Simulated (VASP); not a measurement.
# As (R-3m) in VASP: further runs

The runs below take As through single point, relaxation of cell and atoms, with LDA.

Program: VASP 6.6.1. These are calculated values, not measurements. Logs are shortened: lines on timing, memory, paths and dates and some standing lists are left out, and cuts for length are marked.

## 1. The cell of the first run

The structure is trigonal, space group R-3m (No. 166). The conventional cell has a = 3.759 Å, b = 3.759 Å, c = 9.984 Å, α = 90.00°, β = 90.00°, γ = 120.00°. Within 3.3 Å of As (site symmetry 3m) lie 6 As at 2.52 to 2.99 Å.

## 2. Single point, LDA

INCAR reads:

```
  PREC = Accurate
  ENCUT = 520
  EDIFF = 1E-7
  ISMEAR = 0
  SIGMA = 0.05
  LREAL = False
  LASPH = True
  NELM = 80
  ALGO = Normal
  ISIF = 2
  LWAVE = False
  LCHARG = True
  LELF = True
  LVHAR = True
  NBANDS = 12
```

KPOINTS reads:

```
regular mesh
0
Gamma
  14 14 14
```

POSCAR reads:

```
As
1.0
    1.8797242401      1.0852592960      3.3279469364
   -1.8797242401      1.0852592960      3.3279469364
    0.0000000000     -2.1705185921      3.3279469364
As
2
Direct
    0.2306122151      0.2306122151      0.2306122151
    0.7693877849      0.7693877849      0.7693877849
```

Potentials or basis: VASP PAW LDA potentials, release 64 (As).

Started as:

```console
cat potpaw_LDA.64/As/POTCAR > POTCAR
mpirun -np 1 vasp_std > vasp.out
```

OUTCAR:

```text
PREC = Accurate
   ENCUT = 520
   EDIFF = 1E-7
   ISMEAR = 0
   LREAL = False
   LASPH = True
   NELM = 80
   ISIF = 2

 ion  position               nearest neighbor table
   1  0.231  0.231  0.231-   2 2.52   2 2.52   2 2.52
   2  0.769  0.769  0.769-   1 2.52   1 2.52   1 2.52

  LATTYP: Found a trigonal (rhomboedric) cell.
 ALAT       =     3.9732079948
 COS(alpha) =     0.5523530002

  Lattice vectors:

 A1 = (   1.8797242401,   1.0852592960,   3.3279469364)
 A2 = (  -1.8797242401,   1.0852592960,   3.3279469364)
 A3 = (   0.0000000000,  -2.1705185921,   3.3279469364)

Analysis of symmetry for initial positions (statically):
=====================================================================
 Subroutine PRICEL returns:
 Original cell was already a primitive cell.

 Routine SETGRP: Setting up the symmetry group for a
 trigonal (rhombohedral) supercell.

 Subroutine GETGRP returns: Found 12 space group operations
 (whereof 12 operations were pure point group operations)
 out of a pool of 12 trial point group operations.

The static configuration has the point symmetry D_3d.

Analysis of symmetry for dynamics (positions and initial velocities):
=====================================================================
 Subroutine PRICEL returns:
 Original cell was already a primitive cell.

 Routine SETGRP: Setting up the symmetry group for a
 trigonal (rhombohedral) supercell.

 Subroutine GETGRP returns: Found 12 space group operations
 (whereof 12 operations were pure point group operations)
 out of a pool of 12 trial point group operations.

The dynamic configuration has the point symmetry D_3d.

 Subroutine INISYM returns: Found 12 space group operations
 (whereof 12 operations are pure point group operations),
 and found     1 'primitive' translations

----------------------------------------------------------------------------------------

                                     Primitive cell

  volume of cell :      40.7338

  direct lattice vectors                    reciprocal lattice vectors
     1.879724240  1.085259296  3.327946936     0.265996463  0.153573130  0.100161853
    -1.879724240  1.085259296  3.327946936    -0.265996463  0.153573130  0.100161853
     0.000000000 -2.170518592  3.327946936     0.000000000 -0.307146259  0.100161853

  length of vectors
     3.973207995  3.973207995  3.973207995     0.323065352  0.323065352  0.323065352

  position of ions in fractional coordinates (direct lattice)
     0.230612215  0.230612215  0.230612215
     0.769387785  0.769387785  0.769387785

[... 81 lines left out ...]
   NFREE  =      0    steps in history (QN), initial steepest desc. (CG)
   ISIF   =      2    stress and relaxation
   ISYM   =      2    0-nonsym 1-usesym 2-fastsym
   POTIM  = 0.5000    time-step for ionic-motion
   TEBEG  =    0.0;   TEEND  =   0.0 temperature during run
   PSTRESS=    0.0 pullay stress
   NELECT =      10.0000    total number of electrons
   NUPDOWN=      -1.0000    fix difference up-down
   EMIN   =  10.00;   EMAX   =-10.00  energy-range for DOS
   EFERMI =   0.00;   METHOD = LEGACY
   ISMEAR =     0;   SIGMA  =   0.05  broadening in eV -4-tet -1-fermi 0-gaus
   EFERMI_NEDOS =   21; number of points for ismear=-14 and -15
   IALGO  =     38    algorithm
   IMIX   =      4    mixing-type and parameters
     AMIX     =   0.40;   BMIX     =  1.00
     AMIX_MAG =   1.60;   BMIX_MAG =  1.00
  volume/ion in A,a.u.               =      20.37       137.44
  Fermi-wavevector in a.u.,A,eV,Ry     =   1.025077  1.937114 14.296763  1.050782
  Thomas-Fermi vector in A             =   2.158898
   LORBIT       =      0    0 simple, 1 ext, 2 COOP (PROOUT), +10 PAW based schemes
   GGA     = CA    functional components
   LHFCALC =     F    Hartree Fock is set to
   AEXX    =    0.0000 exact exchange contribution
   IVDW    =     0    specifies the selected vdW correction
   LEPSILON=     F    determine dielectric tensor
   LRPA    =     F    only Hartree local field effects (RPA)
 non-spin polarized calculation
 Gauss-broadening in eV      SIGMA  =   0.05
  energy-cutoff  :      520.00
  volume of cell :       40.73
 maximum number of plane-waves:      1109
 NGX is ok and might be reduce to    30
   NGX = 15   NGY = 15   NGZ = 15

 number of electron      10.0000001 magnetization

 Free energy of the ion-electron system (eV)
  ---------------------------------------------------
  ext. energy  EPLUGINS =         0.00000000
  ---------------------------------------------------
  free energy    TOTEN  =       -10.78352702 eV

  energy without entropy =      -10.78341652  energy(sigma->0) =      -10.78347177

 E-fermi :   6.0999     XC(G=0): -10.4170

 val. band max:        5.9869034416   @ k =   0.4286   0.0714   0.0714
 cond. band min:       6.1194886887   @ k =  -0.4286   0.5000   0.4286
 fundamental gap:      0.1325852472
 Fermi energy:         6.0999064361

 k-point     1 :       0.0000    0.0000    0.0000
  band No.  band energies     occupation
      1      -9.3276      2.00000
      2       0.5307      2.00000
      3       3.6113      2.00000
      4       3.8954      2.00000
      5       3.8954      2.00000
      6       8.1636      0.00000
      7       9.1881      0.00000
      8       9.1881      0.00000
      9      12.4804      0.00000
     10      12.4804      0.00000
     11      12.9047      0.00000
     12      14.6063      0.00000
[... 331 lines left out ...]
 k-point    24 :       0.2857    0.1429   -0.0000
  band No.  band energies     occupation
      1      -8.3540      2.00000
      2      -2.0724      2.00000
      3       2.4227      2.00000
      4       2.8795      2.00000
      5       4.7377      2.00000
      6       7.3988      0.00000
      7       8.8077      0.00000
      8       9.3448      0.00000
      9      10.9229      0.00000
     10      14.1304      0.00000
     11      14.7043      0.00000
     12      16.8079      0.00000

 [... further k-points ...]
[... 5 lines left out ...]
  --------------------------------------------------------------------------------------
  -------------------------------------------------------------------------------------
  Total        0.1272441      0.1272441      0.0804437      0.0000000     -0.0000000      0.0000000
  in kB        5.0048725      5.0048725      3.1640804      0.0000000     -0.0000000      0.0000000
  external PRESSURE =       4.3912751 kB  Pullay stress =       0.0000000 kB

 VOLUME and BASIS-vectors are now :
 -----------------------------------------------------------------------------
  energy-cutoff  :      520.00
  volume of cell :       40.73
      direct lattice vectors                 reciprocal lattice vectors
     1.879724240  1.085259296  3.327946936     0.265996463  0.153573130  0.100161853
    -1.879724240  1.085259296  3.327946936    -0.265996463  0.153573130  0.100161853
     0.000000000 -2.170518592  3.327946936     0.000000000 -0.307146259  0.100161853

 POSITION                                       TOTAL-FORCE (eV/Angst)
 -----------------------------------------------------------------------------------
      0.00000     -0.00000      2.30240         0.000000     -0.000000      0.058855
      0.00000     -0.00000      7.68145         0.000000      0.000000     -0.058855
 -----------------------------------------------------------------------------------
    total drift:                                0.000000      0.000000      0.000000

  FREE ENERGIE OF THE ION-ELECTRON SYSTEM (eV)
  ---------------------------------------------------
  free  energy   TOTEN  =       -10.7835270217 eV

  energy  without entropy=      -10.7834165208  energy(sigma->0) =      -10.78347177
```

OSZICAR:

```text
N       E                     dE             d eps       ncg     rms          rms(c)
DAV:   1     0.275905660779E+02    0.27591E+02   -0.42722E+03  6920   0.699E+02
DAV:   2    -0.923687304940E+01   -0.36827E+02   -0.35218E+02  9424   0.112E+02
DAV:   3    -0.108195048937E+02   -0.15826E+01   -0.15765E+01  8640   0.239E+01
DAV:   4    -0.108268783856E+02   -0.73735E-02   -0.73729E-02  7796   0.187E+00
DAV:   5    -0.108268961516E+02   -0.17766E-04   -0.17767E-04  8632   0.990E-02    0.366E+00
DAV:   6    -0.107983566159E+02    0.28540E-01   -0.71975E-03  7772   0.452E-01    0.216E+00
DAV:   7    -0.107835400874E+02    0.14817E-01   -0.14176E-02  7764   0.648E-01    0.701E-02
DAV:   8    -0.107835235209E+02    0.16566E-04   -0.36263E-04  8164   0.121E-01    0.211E-02
DAV:   9    -0.107835272911E+02   -0.37702E-05   -0.21806E-05  8336   0.262E-02    0.847E-03
DAV:  10    -0.107835269433E+02    0.34784E-06   -0.14831E-06  8172   0.655E-03    0.247E-03
DAV:  11    -0.107835270217E+02   -0.78424E-07   -0.15171E-07  6948   0.236E-03
   1 F= -.10783527E+02 E0= -.10783472E+02  d E =-.110501E-03
```

Run time: 54 s. Hardware: 1 thread of Intel Xeon 6975P-C (Granite Rapids), shared host; peak memory 0.23 GiB.

Results:

| Quantity | Value |
| --- | --- |
| Free energy | -10.7835 eV |
| Pressure | 0.4 GPa |
| Largest force | 0.059 eV/Å |
| Band gap on the k mesh | zero (bands 5 and 6 overlap by 0.44 eV) |

Forces on the atoms (eV/Å):
```
As   0.000  0.000  0.059
As   0.000  0.000 -0.059
```

Stress tensor (GPa, compression positive):
```
0.50 0.00 0.00
0.00 0.50 0.00
0.00 0.00 0.32
```

Levels at points of the mesh, in eV from the Fermi level:
```tsv
k point	band 2	band 3	band 4	band 5	band 6	band 7	band 8	band 9
(0.00, 0.00, 0.00)	-5.57	-2.49	-2.20	-2.20	2.06	3.09	3.09	6.38
(0.50, 0.00, 0.00)	-11.52	-2.68	-2.47	-0.42	-0.36	0.16	0.76	9.39
(0.50, 0.50, 0.00)	-9.67	-6.56	-4.54	-4.48	1.44	5.74	6.71	7.79
(0.50, 0.50, 0.50)	-10.60	-1.83	-1.83	-0.76	0.23	0.23	1.51	8.45
```

## 3. Relaxation of cell and atoms, LDA

This run uses another cell than the first one, of 21.33 Å³/atom.

INCAR reads:

```
PREC = Accurate
ENCUT = 600
EDIFF = 1E-6
ISMEAR = 0
SIGMA = 0.05
LREAL = False
LASPH = True
NELM = 100
ALGO = Normal
ISIF = 3
LWAVE = False
LCHARG = False
IBRION = 2
NSW = 80
EDIFFG = -0.01
```

KPOINTS reads:

```
Automatic mesh
0
Gamma
  14 14 14
```

POSCAR reads:

```
As
1.0
    1.8797500000      1.0852741685      3.4857666667
   -1.8797500000      1.0852741685      3.4857666667
    0.0000000000     -2.1705483370      3.4857666667
As
2
Direct
    0.2275400000      0.2275400000      0.2275400000
    0.7724600000      0.7724600000      0.7724600000
```

Potentials or basis: VASP PAW LDA potentials, release 64 (As).

Started as:

```console
cat potpaw_LDA.64/As/POTCAR > POTCAR
mpirun -np 1 vasp_std > vasp.out
```

OUTCAR:

```text
PREC = Accurate
   ENCUT = 600
   EDIFF = 1E-6
   ISMEAR = 0
   LREAL = False
   LASPH = True
   NELM = 100
   ISIF = 3
   IBRION = 2
   NSW = 80
   EDIFFG = -0.01

 ion  position               nearest neighbor table
   1  0.228  0.228  0.228-   2 2.52   2 2.52   2 2.52
   2  0.772  0.772  0.772-   1 2.52   1 2.52   1 2.52

  LATTYP: Found a trigonal (rhomboedric) cell.
 ALAT       =     4.1063182217
 COS(alpha) =     0.5808929387

  Lattice vectors:

 A1 = (   1.8797500000,   1.0852741685,   3.4857666667)
 A2 = (  -1.8797500000,   1.0852741685,   3.4857666667)
 A3 = (   0.0000000000,  -2.1705483370,   3.4857666667)

Analysis of symmetry for initial positions (statically):
=====================================================================
 Subroutine PRICEL returns:
 Original cell was already a primitive cell.
[... 476 lines left out ...]

 k-point     1 :       0.0000    0.0000    0.0000
  band No.  band energies     occupation
      1      -9.3288      2.00000
      2       0.4706      2.00000
      3       3.5879      2.00000
      4       3.8634      2.00000
      5       3.8634      2.00000
      6       8.1512      0.00000
      7       9.1507      0.00000
      8       9.1507      0.00000
      9      12.4235      0.00000
[... 265 lines left out ...]
 k-point    24 :       0.2857    0.1429    0.0000
  band No.  band energies     occupation
      1      -8.3582      2.00000
      2      -2.1136      2.00000
      3       2.4098      2.00000
      4       2.8587      2.00000
      5       4.6973      2.00000
      6       7.3454      0.00000
      7       8.7696      0.00000
      8       9.2969      0.00000
      9      10.8809      0.00000

 [... further k-points ...]

------------------------ aborting loop because EDIFF is reached ----------------------------------------

  FORCE on cell =-STRESS in cart. coord.  units (eV):
  Direction    XX          YY          ZZ          XY          YZ          ZX
  --------------------------------------------------------------------------------------
  -------------------------------------------------------------------------------------
  Total        0.0046441      0.0046441     -0.0044308      0.0000000      0.0000000      0.0000000
  in kB        0.1820757      0.1820757     -0.1737144      0.0000000      0.0000000      0.0000000
  external PRESSURE =       0.0634790 kB  Pullay stress =       0.0000000 kB
[... 17 lines left out ...]
  FREE ENERGIE OF THE ION-ELECTRON SYSTEM (eV)
  ---------------------------------------------------
  free  energy   TOTEN  =       -10.7840222224 eV

  energy  without entropy=      -10.7839149263  energy(sigma->0) =      -10.78396857

 reached required accuracy - stopping structural energy minimisation
```

CONTCAR:

```text
As
   1.00000000000000
     1.8830648553507208    1.0871880011290194    3.3269069114882623
    -1.8830648553507208    1.0871880011290194    3.3269069114882623
    -0.0000000000000000   -2.1743760022580387    3.3269069114882623
  As
     2
Direct
     0.2308544982212186    0.2308544982212186    0.2308544982212186
     0.7691455017787813    0.7691455017787813    0.7691455017787813

  0.00000000E+00  0.00000000E+00  0.00000000E+00
  0.00000000E+00  0.00000000E+00  0.00000000E+00
```

It took 3.2 min on 1 thread of Intel Xeon 6975P-C (Granite Rapids), shared host; peak memory 0.26 GiB.

Results:

```
Free energy                           : -10.7840 eV
Relaxed volume                        : 20.43 Å³/atom
Relaxed cell                          : a = 3.974 Å, b = 3.974 Å, c = 3.974 Å, α = 56.56°, β = 56.56°, γ = 56.56°
Space group after relaxing (to 0.1 Å) : R-3m (No. 166)
Energy gained by relaxing             : 8.7 meV/atom
Ionic steps                           : 9
Pressure after relaxing               : 0.0 GPa
Largest force after relaxing          : 0.009 eV/Å
Band gap on the k mesh                : zero (bands 5 and 6 overlap by 0.43 eV)
```

Forces on the atoms (eV/Å):
```
As   0.000  0.000  0.009
As   0.000  0.000 -0.009
```

The path:
```
step  energy change (eV)  largest force (eV/Å)  pressure (GPa)  volume (Å³)
   1              0.0000                0.1354           -1.11        42.67
   2             -0.0067                0.1915            0.16        41.76
   3             -0.0077                0.2216            0.90        41.27
   4             -0.0119                0.1412            0.71        41.12
   5             -0.0166                0.0714            0.25        40.65
   6             -0.0166                0.0538            0.28        40.69
   7             -0.0172                0.0364            0.03        40.82
   8             -0.0174                0.0218           -0.17        40.94
   9             -0.0175                0.0088            0.01        40.87
```

Final structure:
```xyz
2
Lattice="1.8831 1.0872 3.3269 -1.8831 1.0872 3.3269 0.0000 -2.1744 3.3269" Properties=species:S:1:pos:R:3 pbc="T T T"
As    0.0000    0.0000    2.3041
As    0.0000    0.0000    7.6766
```

Levels at points of the mesh, in eV from the Fermi level:
```
           k point  band 1  band 2  band 3  band 4  band 5  band 6  band 7  band 8  band 9
(0.00, 0.00, 0.00)  -15.38   -5.58   -2.46   -2.19   -2.19    2.10    3.10    3.10    6.37
(0.50, 0.00, 0.00)  -12.47  -11.49   -2.64   -2.43   -0.41   -0.36    0.17    0.74    9.41
(0.50, 0.50, 0.00)  -12.42   -9.63   -6.55   -4.52   -4.46    1.48    5.73    6.68    7.77
(0.50, 0.50, 0.50)  -13.60  -10.59   -1.81   -1.81   -0.76    0.22    0.22    1.48    8.47
```
